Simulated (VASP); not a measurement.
# Lu: single point with BLYP

Lu:

```
CELL_PARAMETERS angstrom
-1.93586 1.93586 1.93586
1.93586 -1.93586 1.93586
1.93586 1.93586 -1.93586
ATOMIC_POSITIONS crystal
Lu 0.00000 0.00000 0.00000
```

This cell differs from its parent crystal: volume scaled by 0.96.

```yaml
Program: VASP 6.6.1
Task: single point
Functional: BLYP
Potentials_or_basis: VASP PAW PBE potentials, release 64 (Lu)
Cutoff: 520 eV
k_mesh: 13 × 13 × 13
Occupations: fermi-dirac, width 0.1 eV
Spin: no spin polarisation
Dipole_correction: no
Further_INCAR_settings: ALGO = Normal; EDIFF = 1e-07; NBANDS = 18
```

| Item | Value |
| --- | --- |
| Pressure | 2.0 GPa |

Levels at points of the mesh, in eV from the Fermi level:
| k point | band 9 | band 10 | band 11 | band 12 | band 13 | band 14 | band 15 | band 16 |
| --- | --- | --- | --- | --- | --- | --- | --- | --- |
| (0.00, 0.00, 0.00) | -5.15 | -5.15 | -5.15 | -5.13 | 1.97 | 1.97 | 1.97 | 4.15 |

It took 52 s on 1 thread of Intel(R) Xeon(R) Platinum 8259CL CPU @ 2.50GHz (Skylake/Cascade Lake), with other jobs on the host, peak memory 0.2 GiB.

Caveat: the PAW data sets were made with another functional, which shifts forces and pressure a little; spin-orbit coupling is left out, which moves the levels of the heavy elements.
